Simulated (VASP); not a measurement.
# CdS (Hawleyite) (F-43m) in VASP: further runs

CdS (Hawleyite) is run at these levels: PBEsol; tasks: elastic constants.

Program: VASP 6.6.1. These are calculated values, not measurements. Logs are shortened: lines on timing, memory, paths and dates and some standing lists are left out, and cuts for length are marked.

### 1 The cell of the first run

The structure is cubic, space group F-43m (No. 216). The conventional cell has a = 5.825 Å, b = 5.825 Å, c = 5.825 Å, α = 90.00°, β = 90.00°, γ = 90.00°. Within 3.3 Å of Cd (site symmetry -43m) lie 4 S at 2.52 Å. S (site symmetry -43m) has 4 Cd at 2.52 Å within 3.3 Å.

### 2 Elastic constants, PBEsol

INCAR reads:

```
SYSTEM = CdS
PREC = Accurate ; ENCUT = 600
EDIFF = 1E-8 ; ISMEAR = 0
SIGMA = 0.01 ; LREAL = .FALSE.
LASPH = .TRUE. ; NELM = 100
ALGO = Normal ; ISIF = 3
LWAVE = .FALSE. ; LCHARG = .FALSE.
GGA = PS ; IBRION = 6
NFREE = 2 ; POTIM = 0.015
NSW = 1
```

KPOINTS reads:

```
Automatic mesh
0
G
  8 8 8
  0 0 0
```

POSCAR reads:

```
CdS
1.0
    0.0000000000      2.9122807980      2.9122807980
    2.9122807980      0.0000000000      2.9122807980
    2.9122807980      2.9122807980      0.0000000000
Cd S
1 1
Direct
    0.0000000000      0.0000000000      0.0000000000
    0.7500000000      0.7500000000      0.7500000000
```

Potentials or basis: VASP PAW PBE potentials, release 64 (Cd, S).

On the command line:

```console
> cat potpaw_PBE.64/Cd/POTCAR potpaw_PBE.64/S/POTCAR > POTCAR
> mpirun -np 1 vasp_std > vasp.out
```

OUTCAR:

```text
SYSTEM = CdS
   PREC = Accurate
   ENCUT = 600
   EDIFF = 1E-8
   ISMEAR = 0
   LREAL = .FALSE.
   LASPH = .TRUE.
   NELM = 100
   ISIF = 3
   GGA = PS
   IBRION = 6
   NFREE = 2
   POTIM = 0.015
   NSW = 1

 ion  position               nearest neighbor table
   1  0.000  0.000  0.000-   2 2.52   2 2.52   2 2.52   2 2.52
   2  0.750  0.750  0.750-   1 2.52   1 2.52   1 2.52   1 2.52

  LATTYP: Found a face centered cubic cell.
 ALAT       =     5.8245615960

  Lattice vectors:

 A1 = (   0.0000000000,   2.9122807980,   2.9122807980)
 A2 = (   2.9122807980,   0.0000000000,   2.9122807980)
 A3 = (   2.9122807980,   2.9122807980,   0.0000000000)

Analysis of symmetry for initial positions (statically):
=====================================================================
 Subroutine PRICEL returns:
 Original cell was already a primitive cell.

 Routine SETGRP: Setting up the symmetry group for a
 face centered cubic supercell.

 Subroutine GETGRP returns: Found 24 space group operations
 (whereof 24 operations were pure point group operations)
 out of a pool of 48 trial point group operations.

The static configuration has the point symmetry T_d .

Analysis of symmetry for dynamics (positions and initial velocities):
=====================================================================
 Subroutine PRICEL returns:
 Original cell was already a primitive cell.

 Routine SETGRP: Setting up the symmetry group for a
 face centered cubic supercell.

 Subroutine GETGRP returns: Found 24 space group operations
 (whereof 24 operations were pure point group operations)
 out of a pool of 48 trial point group operations.

The dynamic configuration has the point symmetry T_d .

 Subroutine INISYM returns: Found 24 space group operations
 (whereof 24 operations are pure point group operations),
 and found     1 'primitive' translations
[... 354 lines left out ...]
      9       1.2534      2.00000
     10       2.2668      0.00000
     11       7.6885      0.00000
     12       7.6928      0.00000
     13       7.6980      0.00000
[... 354 lines left out ...]
  band No.  band energies     occupation
      1     -10.6541      2.00000
      2      -6.3342      2.00000
      3      -6.2969      2.00000
      4      -6.0303      2.00000
      5      -5.9755      2.00000
      6      -5.4995      2.00000
      7      -2.9433      2.00000
      8      -0.7338      2.00000
      9      -0.0096      2.00000
     10       5.5454      0.00000
     11       6.9212      0.00000
     12       8.3738      0.00000
     13       9.5233      0.00000

 [... further k-points ...]
[... 5 lines left out ...]
  --------------------------------------------------------------------------------------
  -------------------------------------------------------------------------------------
  Total        0.1105544      0.1128000      0.1128000      0.0000000     -0.1009375      0.0000000
  in kB        3.5855576      3.6583890      3.6583890      0.0000000     -3.2736579      0.0000000
  external PRESSURE =       3.6341118 kB  Pullay stress =       0.0000000 kB
[... 17 lines left out ...]
  FREE ENERGIE OF THE ION-ELECTRON SYSTEM (eV)
  ---------------------------------------------------
  free  energy   TOTEN  =        -6.8127074169 eV

  energy  without entropy=       -6.8127074169  energy(sigma->0) =       -6.81270742

 INTERNAL STRAIN TENSORS FROM STRAINED CELLS
 ============================================

 INTERNAL STRAIN TENSOR FOR ION    1 for displacements in x,y,z  (eV/Angst):
          X           Y           Z          XY          YZ          ZX
  --------------------------------------------------------------------------------
  x    -0.00000     0.00000    -0.00000     0.00000    -6.72262     0.00000
  y     0.00000     0.00000    -0.00000     0.00000     0.00000    -6.72284
  z    -0.00000     0.00000     0.00000    -6.72336     0.00000     0.00000

 INTERNAL STRAIN TENSORS FROM DISPLACED ATOMS
 ============================================

 INTERNAL STRAIN TENSOR FOR ION    1 for displacements in x,y,z  (eV/Angst):
          X           Y           Z          XY          YZ          ZX
  --------------------------------------------------------------------------------
  x     0.00000     0.00000     0.00000     0.00000    -6.73084     0.00000
  y    -0.00000     0.00000    -0.00000     0.00000     0.00000    -6.73084
  z     0.00000     0.00000     0.00000    -6.73084     0.00000     0.00000

 INTERNAL STRAIN TENSOR FOR ION    2 for displacements in x,y,z  (eV/Angst):
          X           Y           Z          XY          YZ          ZX
  --------------------------------------------------------------------------------
  x     0.00000    -0.00000    -0.00000     0.00000     6.72716     0.00000
  y     0.00000     0.00000     0.00000     0.00000     0.00000     6.72716
  z    -0.00000    -0.00000     0.00000     6.72716     0.00000     0.00000

 Eigenvectors and eigenvalues of the dynamical matrix
 ----------------------------------------------------

   1 f  =    7.073396 THz    44.443457 2PiTHz  235.943089 cm-1    29.253202 meV
             X         Y         Z           dx          dy          dz
      0.000000  0.000000  0.000000     0.000000    0.470841    0.000000
      4.368421  4.368421  4.368421     0.000000   -0.882218    0.000000
[... 21 lines left out ...]
   6 f/i=    0.002163 THz     0.013588 2PiTHz    0.072137 cm-1     0.008944 meV
             X         Y         Z           dx          dy          dz
      0.000000  0.000000  0.000000     0.000000    0.000000    0.882218
      4.368421  4.368421  4.368421     0.000000    0.000000    0.470841

--------------------------------------------------------------------------------------------------------

 ELASTIC MODULI CONTR FROM IONIC RELAXATION (kBar)
 Direction    XX          YY          ZZ          XY          YZ          ZX
 --------------------------------------------------------------------------------
 XX          -0.0000     -0.0000     -0.0000      0.0000      0.0000     -0.0000
 YY          -0.0000     -0.0000     -0.0000      0.0000      0.0000      0.0000
 ZZ          -0.0000     -0.0000     -0.0000      0.0000      0.0000     -0.0000
 XY           0.0000      0.0000      0.0000   -287.6405      0.0000      0.0000
 YZ           0.0000      0.0000      0.0000      0.0000   -287.6405      0.0000
 ZX          -0.0000      0.0000     -0.0000      0.0000      0.0000   -287.6405
 --------------------------------------------------------------------------------

 TOTAL ELASTIC MODULI (kBar)
 Direction    XX          YY          ZZ          XY          YZ          ZX
 --------------------------------------------------------------------------------
 XX         753.9600    564.0575    564.0575      0.0000      0.0000     -0.0000
 YY         564.0575    753.9600    564.0575      0.0000      0.0000      0.0000
 ZZ         564.0575    564.0575    753.9600      0.0000      0.0000     -0.0000
 XY           0.0000      0.0000      0.0000    259.8294      0.0000      0.0000
 YZ           0.0000      0.0000      0.0000      0.0000    259.8294      0.0000
 ZX          -0.0000      0.0000     -0.0000      0.0000      0.0000    259.8294
 --------------------------------------------------------------------------------
```

Wall time 11 min (1 thread of Intel Xeon Platinum 8375C at 2.90GHz (Ice Lake), shared host); peak memory 0.36 GiB.

Results:

- Elastic constants C11, C12, C44: 75, 56, 26 GPa
- Voigt bulk modulus: 63 GPa
- Highest phonon frequency at Γ, LO-TO splitting left out: 236 cm⁻¹

Phonon frequencies in cm⁻¹ (negative: imaginary):
```
              q point        frequencies
(0.000, 0.000, 0.000)  0 0 0 236 236 236
```

Elastic tensor in Voigt notation (GPa, in the Cartesian axes of the cell as first typed):
```
75 56 56  0  0  0
56 75 56  0  0  0
56 56 75  0  0  0
 0  0  0 26  0  0
 0  0  0  0 26  0
 0  0  0  0  0 26
```

Clamped-ion elastic tensor (GPa):
```
75 56 56  0  0  0
56 75 56  0  0  0
56 56 75  0  0  0
 0  0  0 55  0  0
 0  0  0  0 55  0
 0  0  0  0  0 55
```

Caveat: the PAW data sets were made with another functional, which shifts forces and pressure a little.

### 3 Elastic constants, PBEsol

INCAR reads:

```
ALGO = Normal ; EDIFF = 1E-8
ENCUT = 600 ; GGA = PS
IBRION = 6 ; ISIF = 3
ISMEAR = 0 ; LASPH = True
LCHARG = False ; LREAL = False
LWAVE = False ; NELM = 100
NFREE = 2 ; NSW = 1
POTIM = 0.015 ; PREC = Accurate
SIGMA = 0.01
```

KPOINTS reads:

```
k-points
0
Gamma
  8 8 8
```

POSCAR is that of step 2.

Potentials or basis: VASP PAW PBE potentials, release 64 (Cd, S).

On the command line:

```console
> cat potpaw_PBE.64/Cd/POTCAR potpaw_PBE.64/S/POTCAR > POTCAR
> mpirun -np 1 vasp_std > vasp.out
```

Wall time 11 min (1 thread of Intel Xeon Platinum 8375C at 2.90GHz (Ice Lake), shared host); peak memory 0.37 GiB.

It converged, with:

```yaml
Elastic_constants_C11_C12_C44: 75, 56, 26 GPa
Voigt_bulk_modulus: 63 GPa
Highest_phonon_frequency_at_Γ_LO-TO_splitting_left_out: 236 cm⁻¹
```

Phonon frequencies in cm⁻¹ (negative: imaginary):
```
              q point        frequencies
(0.000, 0.000, 0.000)  0 0 0 236 236 236
```

Elastic tensor in Voigt notation (GPa, in the Cartesian axes of the cell as first typed):
```
75 56 56  0  0  0
56 75 56  0  0  0
56 56 75  0  0  0
 0  0  0 26  0  0
 0  0  0  0 26  0
 0  0  0  0  0 26
```

Clamped-ion elastic tensor (GPa):
```
75 56 56  0  0  0
56 75 56  0  0  0
56 56 75  0  0  0
 0  0  0 55  0  0
 0  0  0  0 55  0
 0  0  0  0  0 55
```

Caveat: the PAW data sets were made with another functional, which shifts forces and pressure a little.
